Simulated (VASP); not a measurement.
Runs of VASP 6.6.1 on ZrC. The structure is that of space group F-43m (No. 216), or close to it. The cells are those of the table. 

```tsv
task	level	cell	k mesh	smearing	grid for exact exchange (PRECFOCK)	share of exact exchange	screening parameter	gap on the mesh (eV)	pressure (GPa)
single point	B3LYP	a = 3.621 Å, angles 60.0°, 2 atoms	5 × 5 × 5	fermi-dirac 0.05 eV	Normal	0.2	-	1.97	0.2
single point	HSE06	a = 3.600 Å, angles 60.0°, 2 atoms	5 × 5 × 5	fermi-dirac 0.05 eV	Normal	0.25	0.2079 1/Å	1.47	(a)
single point	B3LYP	a = 3.600 Å, angles 60.0°, 2 atoms	5 × 5 × 5	fermi-dirac 0.05 eV	Normal	0.2	-	(b)	2.9
electric field gradients	PBE	a = 3.600 Å, angles 60.0°, 2 atoms	9 × 9 × 9	fermi-dirac 0.05 eV	-	-	-	0.55	0.1
dielectric tensor	PBE	a = 3.600 Å, angles 60.0°, 2 atoms	9 × 9 × 9	gaussian 0.01 eV	-	-	-	0.55	-
single point	PBE-based screened hybrid with 25 % exact exchange	a = 3.600 Å, angles 60.0°, 2 atoms	5 × 5 × 5	fermi-dirac 0.05 eV	Normal	0.25	0.3 1/Å	1.30	-1.1
```

Alike in all rows: potentials or basis VASP PAW PBE potentials, release 64 (Zr_sv, C); no spin polarisation; cutoff (eV) 520.

Question: Fill in the values left out.

Answer: (a) -1.3; (b) 1.95.

Caveats: some runs use coarse meshes; an odd mesh through Γ misses points on the zone boundary, where band edges can lie; the PAW data sets were made with another functional, which shifts forces and pressure a little (at least some runs); the gap is small at this level, which inflates the dielectric constant (at least some runs).

A k mesh can miss the band edges, and the runs leave out spin-orbit coupling on Zr.
